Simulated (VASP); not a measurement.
Input of a VASP 6.6.1 run:

Contents of INCAR:

```
SYSTEM = Si5Mo3
  ALGO = Normal
  EDIFF = 1E-6
  ENCUT = 520
  GGA = PE
  ISIF = 2
  ISMEAR = -1
  ISYM = 0
  LASPH = .TRUE.
  LCHARG = .TRUE.
  LELF = .TRUE.
  LREAL = Auto
  LVHAR = .TRUE.
  LWAVE = .FALSE.
  NBANDS = 111
  NELM = 80
  PREC = Accurate
  SIGMA = 0.2671
```

Contents of KPOINTS:

```
Automatic mesh
0
Gamma
  1 1 1
  0.25 0.25 0.25
```

File POSCAR:

```
Si5Mo3
1.0
    7.4574090000      0.0809830000      0.1775480000
    0.0809830000      6.8034930000      0.1053960000
    0.1775480000      0.1053960000      7.5398230000
Si Mo
15 9
Direct
   -0.0186466123      0.0723998900      0.7791653743
    0.5753972194     -0.0001629456      0.3492846647
    0.8019771598      0.5799426975      0.6143060545
    0.4421700685      0.3506923263      0.7301790798
    0.2984560152      0.6497141710      0.5669600542
    0.1546465093      0.3494932426      0.9551542035
    0.2625371497      0.0365080936      0.9865307511
    0.6761834522      0.8528850040      0.6667281596
    0.3969060907      0.7160093174     -0.0719953772
    0.3911063727      0.9984810676      0.6055929874
    0.7199287460      0.3355701904      0.8521155384
    0.6289070519      0.6639905612      0.2354177096
    0.1399749141      0.5951115759      0.2256060062
    0.6661382244      0.0255019637      0.9929854700
    0.4798620188      0.4065813714      0.3837130405
    0.7099675836      0.2079037530      0.5621842120
    0.8782515825      0.9638681537      0.1855318540
    0.7502991562      0.6665566068      0.9387577779
    0.0572620883      0.7122816178      0.9167970650
    0.4759142941      0.3508968281      0.0817006244
    0.8193049212      0.3969151397      0.2533384115
    0.1543892588      0.2126478493      0.3100586397
    0.0826041021      0.3881693083      0.5625763780
    0.0318111009      0.9227211185      0.4883123765
```

Potentials or basis: VASP PAW PBE potentials, release 64 (Si, Mo_sv).

The run is started by

```console
$ cat potpaw_PBE.64/Si/POTCAR potpaw_PBE.64/Mo_sv/POTCAR > POTCAR
$ mpirun -np 1 vasp_std > vasp.out
```

**Question.** Estimate the largest force.

**Answer.** 3.894 eV/Å.

**Question.** What does it give for the pressure?

**Answer.** 3.7 GPa.

Forces in eV/Å, atoms in the order of the input:
```
Si   0.083  0.382  1.030
Si   0.004  0.095 -2.101
Si   1.437 -2.258 -1.707
Si  -2.142 -0.221 -0.538
Si   0.597  1.039  0.512
Si  -1.114  1.081 -0.667
Si   0.250 -1.016  0.566
Si  -0.813  2.587  0.305
Si   0.902 -0.782 -0.042
Si  -1.636  0.402  0.461
Si   1.431 -0.618  1.078
Si  -1.642  2.573  0.888
Si  -0.363 -0.122  0.569
Si  -2.805  0.389 -1.614
Si  -0.520 -0.509  2.242
Mo   1.148  0.513 -0.743
Mo   3.118 -0.484  2.283
Mo  -1.906  0.174  0.658
Mo   1.437  0.758 -1.386
Mo  -1.136 -0.365 -2.006
Mo   2.303 -1.620 -0.196
Mo   1.298 -0.631 -2.116
Mo  -0.673  0.058  1.686
Mo   0.740 -1.425  0.836
```

Caveat: the k points lie up to 0.92 Å⁻¹ apart, too coarse for converged energies, forces and pressures; the atoms stand as in a frame of molecular dynamics; so wide a smearing shifts energies and pressures.
